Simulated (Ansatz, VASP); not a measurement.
Two plane-wave programs on Ir

```
CELL_PARAMETERS angstrom
0.00000 1.88971 1.88971
1.88971 0.00000 1.88971
1.88971 1.88971 0.00000
ATOMIC_POSITIONS crystal
Ir 0.00000 0.00000 0.00000
```

Alike in both runs: task single point; functional PBE0; k mesh 8 × 8 × 8; occupations fermi-dirac, width 0.05 eV; no spin polarisation.

```csv
,VASP,Ansatz
version,VASP 6.6.1,Ansatz 0.2.0
potentials or method,"VASP PAW PBE potentials, release 64 (Ir)",Ansatz PAW
plane-wave cutoff (eV),520,420
valence electrons in the cell,9,17
```

```csv
,VASP,Ansatz,Ansatz less VASP
gap on the k mesh at the Fermi level (eV),none,none,-
pressure (GPa),20.0,17.3,-2.75
```

A gap of «none» marks a metal or a gap that the smearing closes. The functional is the same, so the differences come from potentials, cutoffs and numerics. VASP's potentials hold 9 valence electrons a cell and Ansatz's 17, so a difference there can come from the potentials and not from the codes.

Spin-orbit coupling is off throughout.
